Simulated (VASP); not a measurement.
# K4InP2 (R-3m) in VASP: notebook

Aim: see how the results for K4InP2 move with the level of theory and the settings. Levels: PBEsol+D3(BJ), PBEsol. Tasks: single point.

Everything below comes from runs of VASP 6.6.1. Logs are shortened: lines on timing, memory, paths and dates and some standing lists are left out, and cuts for length are marked.

### Step 1. The cell of the first run

It takes space group R-3m (No. 166, trigonal). The conventional cell has a = 5.584 Å, b = 5.584 Å, c = 26.092 Å, α = 90.00°, β = 90.00°, γ = 120.00°. Within 4.3 Å of K (site symmetry 3m) lie 3 P at 3.31 Å and 3 K at 3.54 Å and 3 In at 3.64 Å. K (site symmetry 3m) has 4 P at 3.13 to 3.31 Å and 6 K at 3.54 to 4.01 Å within 4.1 Å. Within 3.2 Å of In (site symmetry -3m) lie 2 P at 2.41 Å. P (site symmetry 3m) has 1 In at 2.41 Å and 7 K at 3.13 to 3.31 Å within 3.4 Å.

### Step 2. Single point, PBEsol+D3(BJ)

INCAR reads:

```
PREC = Accurate
ENCUT = 520
EDIFF = 1E-6
ISMEAR = 0
SIGMA = 0.0139
LREAL = False
LASPH = True
NELM = 100
ALGO = Normal
ISIF = 2
LWAVE = False
LCHARG = False
GGA = PS
IVDW = 12
NBANDS = 38
```

KPOINTS reads:

```
Automatic mesh
0
Gamma
  4 4 4
```

POSCAR reads:

```
K4InP2
1.0
    2.7921089994      4.8360746472     -0.0000009866
   -2.7921089994      4.8360746472     -0.0000009866
    0.0000000000     -3.2240479906      8.6972011689
K In P
4 1 2
Direct
    0.3977662754      0.3977662754      0.1932988262
    0.6022337246      0.6022337246      0.8067011738
    0.2124341348      0.2124341348      0.6373024044
    0.7875658652      0.7875658652      0.3626975956
    0.0000000000      0.0000000000      0.0000000000
    0.0922964346      0.0922964346      0.2768893039
    0.9077035654      0.9077035654      0.7231106961
```

Potentials or basis: VASP PAW PBE potentials, release 64 (K_sv, In_d, P).

Launch:

```console
cat potpaw_PBE.64/K_sv/POTCAR potpaw_PBE.64/In_d/POTCAR potpaw_PBE.64/P/POTCAR > POTCAR
mpirun -np 1 vasp_std > vasp.out
```

OUTCAR:

```text
PREC = Accurate
   ENCUT = 520
   EDIFF = 1E-6
   ISMEAR = 0
   LREAL = False
   LASPH = True
   NELM = 100
   ISIF = 2
   GGA = PS
   IVDW = 12
 IVDW          = 12

 ion  position               nearest neighbor table
   1  0.398  0.398  0.193-   6 3.31   6 3.31   6 3.31   4 3.54   4 3.54   4 3.54   5 3.64   5 3.64
                             5 3.64
   2  0.602  0.602  0.807-   7 3.31   7 3.31   7 3.31   3 3.54   3 3.54   3 3.54   5 3.64   5 3.64
                             5 3.64
   3  0.212  0.212  0.637-   6 3.13   7 3.31   7 3.31   7 3.31   2 3.54   2 3.54   2 3.54
   4  0.788  0.788  0.363-   7 3.13   6 3.31   6 3.31   6 3.31   1 3.54   1 3.54   1 3.54
   5  0.000  0.000  0.000-   6 2.41   7 2.41   1 3.64   2 3.64   2 3.64   2 3.64   1 3.64   1 3.64

   6  0.092  0.092  0.277-   5 2.41   3 3.13   1 3.31   1 3.31   1 3.31   4 3.31   4 3.31   4 3.31

   7  0.908  0.908  0.723-   5 2.41   4 3.13   2 3.31   2 3.31   2 3.31   3 3.31   3 3.31   3 3.31

  LATTYP: Found a trigonal (rhomboedric) cell.
 ALAT       =     9.2755481572
 COS(alpha) =     0.8187760620

  Lattice vectors:

 A1 = (  -2.7921089994,   1.6120266566,   8.6972001823)
 A2 = (   0.0000000000,  -3.2240479906,   8.6972011689)
 A3 = (   2.7921089994,   1.6120266566,   8.6972001823)

Analysis of symmetry for initial positions (statically):
=====================================================================
 Subroutine PRICEL returns:
 Original cell was already a primitive cell.

 Routine SETGRP: Setting up the symmetry group for a
 trigonal (rhombohedral) supercell.

 Subroutine GETGRP returns: Found 12 space group operations
 (whereof 12 operations were pure point group operations)
 out of a pool of 12 trial point group operations.

The static configuration has the point symmetry D_3d.

Analysis of symmetry for dynamics (positions and initial velocities):
=====================================================================
 Subroutine PRICEL returns:
 Original cell was already a primitive cell.

 Routine SETGRP: Setting up the symmetry group for a
 trigonal (rhombohedral) supercell.

 Subroutine GETGRP returns: Found 12 space group operations
 (whereof 12 operations were pure point group operations)
 out of a pool of 12 trial point group operations.

The dynamic configuration has the point symmetry D_3d.

 Subroutine INISYM returns: Found 12 space group operations
 (whereof 12 operations are pure point group operations),
 and found     1 'primitive' translations

----------------------------------------------------------------------------------------

                                     Primitive cell

  volume of cell :     234.8739

  direct lattice vectors                    reciprocal lattice vectors
     2.792108999  4.836074647 -0.000000987     0.179076103  0.103389644  0.038326488
    -2.792108999  4.836074647 -0.000000987    -0.179076103  0.103389644  0.038326488
     0.000000000 -3.224047991  8.697201169     0.000000000  0.000000023  0.114979527

  length of vectors
     5.584217999  5.584217999  9.275548157     0.210301187  0.210301187  0.114979527

  position of ions in fractional coordinates (direct lattice)
     0.397766275  0.397766275  0.193298826
     0.602233725  0.602233725  0.806701174
     0.212434135  0.212434135  0.637302404
     0.787565865  0.787565865  0.362697596
     0.000000000  0.000000000  0.000000000
     0.092296435  0.092296435  0.276889304
     0.907703565  0.907703565  0.723110696

  ion indices of the primitive-cell ions
   primitive index   ion index
                 1           1
                 2           2
                 3           3
                 4           4
                 5           5
                 6           6
                 7           7

----------------------------------------------------------------------------------------

 KPOINTS: Automatic mesh

Automatic generation of k-mesh.
 Grid dimensions read from file:
 generate k-points for:    4    4    4

 Generating k-lattice:

  Cartesian coordinates                     Fractional coordinates (reciprocal lattice)
     0.044769026  0.025847411  0.009581622     0.250000000  0.000000000 -0.000000000
    -0.044769026  0.025847411  0.009581622     0.000000000  0.250000000 -0.000000000
     0.000000000  0.000000006  0.028744882     0.000000000  0.000000000  0.250000000

  Length of vectors
     0.052575297  0.052575297  0.028744882

  Shift w.r.t. Gamma in fractional coordinates (k-lattice)
     0.000000000  0.000000000  0.000000000

 Subroutine IBZKPT returns following result:
 ===========================================

 Found     13 irreducible k-points:

 Following reciprocal coordinates:
            Coordinates               Weight
  0.000000  0.000000  0.000000      1.000000
  0.250000  0.000000 -0.000000      6.000000
  0.500000  0.000000 -0.000000      3.000000
  0.250000  0.250000 -0.000000      6.000000
  0.500000  0.250000 -0.000000     12.000000
 -0.250000  0.250000  0.000000      6.000000
  0.500000  0.500000 -0.000000      3.000000
  0.000000  0.000000  0.250000      2.000000
  0.250000  0.000000  0.250000      6.000000
  0.500000  0.000000  0.250000      6.000000
  0.250000  0.250000  0.250000      6.000000
  0.500000  0.250000  0.250000      6.000000
  0.000000  0.000000  0.500000      1.000000
   k-points           NKPTS =     13   k-points in BZ     NKDIM =     13   number of bands    NBANDS=     38
   number of dos      NEDOS =    301   number of ions     NIONS =      7
   total plane-waves  NPLWV = 123480
   dimension x,y,z NGX =    42 NGY =   42 NGZ =   70
   dimension x,y,z NGXF=    84 NGYF=   84 NGZF=  140
   ions per type =               4   1   2
   NGX,Y,Z   is equivalent  to a cutoff of  12.50, 12.50, 12.55 a.u.
   NGXF,Y,Z  is equivalent  to a cutoff of  25.01, 25.01, 25.09 a.u.
 SYSTEM =  unknown system
   PREC   = accura    normal or accurate (medium, high low for compatibility)
   ISTART =      0    job   : 0-new  1-cont  2-samecut
   ICHARG =      2    charge: 1-file 2-atom 10-const
   ISPIN  =      1    spin polarized calculation?
   LNONCOLLINEAR =      F non collinear calculations
   LSORBIT =      F    spin-orbit coupling
   LASPH  =      T    aspherical Exc in radial PAW
   ENCUT  =  520.0 eV  38.22 Ry    6.18 a.u.  10.38 10.38 17.25*2*pi/ulx,y,z
   NELM   =    100;   NELMIN=  2; NELMDL= -5     # of ELM steps
   EDIFF  = 0.1E-05   stopping-criterion for ELM
   LREAL  =      F    real-space projection
   EDIFFG = 0.1E-04   stopping-criterion for IOM
   NSW    =      0    number of steps for IOM
   IBRION =     -1    ionic relax: 0-MD 1-quasi-New 2-CG
   NFREE  =      0    steps in history (QN), initial steepest desc. (CG)
   ISIF   =      2    stress and relaxation
   ISYM   =      2    0-nonsym 1-usesym 2-fastsym
   POTIM  = 0.5000    time-step for ionic-motion
   TEBEG  =    0.0;   TEEND  =   0.0 temperature during run
   PSTRESS=    0.0 pullay stress
   NELECT =      59.0000    total number of electrons
   NUPDOWN=      -1.0000    fix difference up-down
   EMIN   =  10.00;   EMAX   =-10.00  energy-range for DOS
   EFERMI =   0.00;   METHOD = LEGACY
   ISMEAR =     0;   SIGMA  =   0.01  broadening in eV -4-tet -1-fermi 0-gaus
   EFERMI_NEDOS =   21; number of points for ismear=-14 and -15
   IALGO  =     38    algorithm
   IMIX   =      4    mixing-type and parameters
     AMIX     =   0.40;   BMIX     =  1.00
     AMIX_MAG =   1.60;   BMIX_MAG =  1.00
  volume/ion in A,a.u.               =      33.55       226.43
  Fermi-wavevector in a.u.,A,eV,Ry     =   1.032953  1.951998 14.517306  1.066992
  Thomas-Fermi vector in A             =   2.167176
   LORBIT       =      0    0 simple, 1 ext, 2 COOP (PROOUT), +10 PAW based schemes
   GGA     = PS    functional components
   LHFCALC =     F    Hartree Fock is set to
   AEXX    =    0.0000 exact exchange contribution
   IVDW    =    12    specifies the selected vdW correction
   LEPSILON=     F    determine dielectric tensor
   LRPA    =     F    only Hartree local field effects (RPA)
 non-spin polarized calculation
 Gauss-broadening in eV      SIGMA  =   0.01
  energy-cutoff  :      520.00
  volume of cell :      234.87
 maximum number of plane-waves:      6344
 NGX is ok and might be reduce to    42
   NGX = 21   NGY = 21   NGZ = 35

 number of electron      59.0000005 magnetization

 Free energy of the ion-electron system (eV)
  ---------------------------------------------------
  ext. energy  EPLUGINS =         0.00000000
  ---------------------------------------------------
  free energy    TOTEN  =       -20.59871698 eV

  energy without entropy =      -20.59706740  energy(sigma->0) =      -20.59789219

 E-fermi :   2.5687     XC(G=0):  -7.9166

 val. band max:        2.5616756703   @ k =   0.5000   0.2500  -0.0000
 cond. band min:       2.5972712247   @ k =   0.5000   0.5000  -0.0000
 fundamental gap:      0.0355955544
 Fermi energy:         2.5687330322

 k-point     1 :       0.0000    0.0000    0.0000
  band No.  band energies     occupation
      1     -28.8580      2.00000
      2     -28.8534      2.00000
      3     -28.7379      2.00000
      4     -28.7226      2.00000
      5     -12.9900      2.00000
      6     -12.7472      2.00000
[... 30 lines left out ...]
     37       5.4668      0.00000
     38       6.4512      0.00000

 k-point     2 :       0.2500    0.0000   -0.0000
  band No.  band energies     occupation
      1     -28.8528      2.00000
      2     -28.8498      2.00000
      3     -28.7403      2.00000
      4     -28.7285      2.00000
      5     -12.9919      2.00000
      6     -12.7400      2.00000
[... 30 lines left out ...]
     37       5.6697      0.00000
     38       6.1212      0.00000
[... 408 lines left out ...]
     37       5.9792      0.00000
     38       6.4329      0.00000

 k-point    13 :       0.0000    0.0000    0.5000
  band No.  band energies     occupation
      1     -28.8560      2.00000
      2     -28.8554      2.00000
      3     -28.7379      2.00000
      4     -28.7225      2.00000
      5     -12.9928      2.00000
      6     -12.7471      2.00000
[... 30 lines left out ...]
     37       5.5859      0.00000
     38       6.0260      0.00000

------------------------ aborting loop because EDIFF is reached ----------------------------------------

 Edisp (eV)   -1.66116

 E8    (eV) :    -1.1800

  FORCE on cell =-STRESS in cart. coord.  units (eV):
  Direction    XX          YY          ZZ          XY          YZ          ZX
  --------------------------------------------------------------------------------------
  -------------------------------------------------------------------------------------
  Total      -0.10967    -0.10967    -0.24367    -0.00000    -0.00000    -0.00000
  in kB      -0.74808    -0.74808    -1.66220    -0.00000    -0.00000    -0.00000
  external pressure =       -1.05 kB  Pullay stress =        0.00 kB

 VOLUME and BASIS-vectors are now :
 -----------------------------------------------------------------------------
  energy-cutoff  :      520.00
  volume of cell :      234.87
      direct lattice vectors                 reciprocal lattice vectors
     2.792108999  4.836074647 -0.000000987     0.179076103  0.103389644  0.038326488
    -2.792108999  4.836074647 -0.000000987    -0.179076103  0.103389644  0.038326488
     0.000000000 -3.224047991  8.697201169     0.000000000  0.000000023  0.114979527

 POSITION                                       TOTAL-FORCE (eV/Angst)
 -----------------------------------------------------------------------------------
      0.00000      3.22405      1.68116        -0.000000     -0.000000     -0.005645
      0.00000      3.22405      7.01604        -0.000000      0.000000      0.005645
      0.00000      0.00000      5.54275        -0.000000      0.000000      0.001687
      0.00000      6.44810      3.15445        -0.000000     -0.000000     -0.001687
      0.00000      0.00000      0.00000         0.000000      0.000000      0.000000
      0.00000      0.00000      2.40816        -0.000000     -0.000000     -0.017579
      0.00000      6.44810      6.28904        -0.000000      0.000000      0.017579
 -----------------------------------------------------------------------------------
    total drift:                               -0.000000     -0.000000      0.000000

  FREE ENERGIE OF THE ION-ELECTRON SYSTEM (eV)
  ---------------------------------------------------
  free  energy   TOTEN  =       -22.2598812355 eV

  energy  without entropy=      -22.2582316490  energy(sigma->0) =      -22.25905644
```

Wall time 2.4 min (1 thread of Intel Xeon Platinum 8259CL at 2.50GHz (Skylake/Cascade Lake), shared host); peak memory 0.41 GiB.

Results:

```yaml
Free_energy: -22.2599 eV
Pressure: -0.1 GPa
Largest_force: 0.018 eV/Å
Band_gap_on_the_k_mesh: zero (an odd number of electrons rules out a gap without spin polarisation)
Dispersion_energy_per_atom: -0.237 eV
```

Forces in eV/Å, atoms in the order of the input:
```
K    0.000  0.000 -0.006
K    0.000  0.000  0.006
K    0.000  0.000  0.002
K    0.000  0.000 -0.002
In   0.000  0.000  0.000
P    0.000  0.000 -0.018
P    0.000  0.000  0.018
```

Caveat: three body term missing; the PAW data sets were made with another functional, which shifts forces and pressure a little; spin-orbit coupling is left out, which moves the levels of the heavy elements.

[end of part 1 of 2]
